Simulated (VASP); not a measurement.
A run of VASP 6.6.1 is set up as follows.

INCAR

```
PREC = Accurate
ENCUT = 520
EDIFF = 1E-7
ISMEAR = -1
SIGMA = 0.05
LREAL = False
LASPH = True
NELM = 80
ALGO = Normal
ISIF = 2
LWAVE = False
LCHARG = False
GGA = PE
NBANDS = 24
```

KPOINTS

```
Automatic mesh
0
Gamma
  7 7 9
```

POSCAR

```
La
1.0
    5.7300909630      0.0000000000      0.0000000000
   -2.8650454815      4.9624043400      0.0000000000
    0.0000000000      0.0000000000      3.4079444872
La
3
Direct
    0.0000000000      0.0000000000      0.0000000000
    0.3333333333      0.6666666667      0.5000000000
    0.6666666667      0.3333333333      0.5000000000
```

Potentials or basis: VASP PAW PBE potentials, release 64 (La).

The run is started by

```bash
$ cat potpaw_PBE.64/La/POTCAR > POTCAR
$ mpirun -np 1 vasp_std > vasp.out
```

Task: Estimate the pressure.

Result: 4.5 GPa.
